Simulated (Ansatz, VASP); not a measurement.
# Cr: VASP beside Ansatz

INCAR

```
SYSTEM = Cr
PREC = Accurate ; ENCUT = 520
EDIFF = 1E-6 ; ISMEAR = -1
SIGMA = 0.05 ; LREAL = .False.
LASPH = .True. ; NELM = 150
ALGO = Normal ; ISIF = 2
LWAVE = .False. ; LCHARG = .False.
ISPIN = 2 ; MAGMOM = 3 3 3 -3
LORBIT = 11 ; LMAXMIX = 4
GGA = PE ; NBANDS = 36
```

Contents of KPOINTS:

```
regular mesh
0
Gamma
  7 10 7
  0 0 0
```

The input POSCAR:

```
Cr
1.0
    0.0000000000      2.9688993551      2.9688993551
    2.9688993551      0.0000000000      0.0000000000
    0.0000000000      2.9688993551     -2.9688993551
Cr
4
Direct
    0.0000000000      0.0000000000      0.0000000000
    0.5000000000      0.0000000000      0.5000000000
    0.5000000000      0.5000000000      0.0000000000
    0.0000000000      0.5000000000      0.5000000000
```

Input for Ansatz:

```yaml
crystal:
  lattice:
    - [0.0, 2.9688993551, 2.9688993551]
    - [2.9688993551, 0.0, 0.0]
    - [0.0, 2.9688993551, -2.9688993551]
  atoms:
    - { symbol: Cr, position: [0.0, 0.0, 0.0], spin: 3.0 }
    - { symbol: Cr, position: [0.5, 0.0, 0.5], spin: 3.0 }
    - { symbol: Cr, position: [0.5, 0.5, 0.0], spin: 3.0 }
    - { symbol: Cr, position: [0.0, 0.5, 0.5], spin: -3.0 }
magnetization:
  spin_polarized: true
kpoints:
  mp_grid: { grid: [7, 10, 7] }
scf:
  occupations: { method: fermi_dirac, width: 0.05 }
  lower_state_search: "off"
hamiltonian:
  xc: pbe
  pseudopotentials: { kind: all_electron, lapw: { basis_error: 0.001 } }
output:
  forces: true
  stress: true
  eigenvalues: true
  populations: true
```

Alike in both runs: task single point; functional PBE; k mesh 7 × 10 × 7; occupations fermi-dirac, width 0.05 eV; collinear spin.

|  | VASP | Ansatz |
| --- | --- | --- |
| version | VASP 6.6.1 | Ansatz 0.2.0 |
| potentials or method | VASP PAW PBE potentials, release 64 (Cr_pv), cutoff 520 eV | all-electron LAPW, scalar-relativistic |

VASP gave:

* pressure (GPa): -13.1
* net moment per atom (μB): 0.00
* size of the moment on the site where the two differ most (μB): 1.82

Problem. Estimate Ansatz's values.

Solution. Pressure (GPa): -13.5; net moment per atom (μB): 0.00; size of the moment on the site where the two differ most (μB): 1.77.

Site moments also hang on the region over which each program counts them. Ansatz ran all-electron here, and VASP with PAW potentials. Ansatz's warnings: seeded moment not kept.
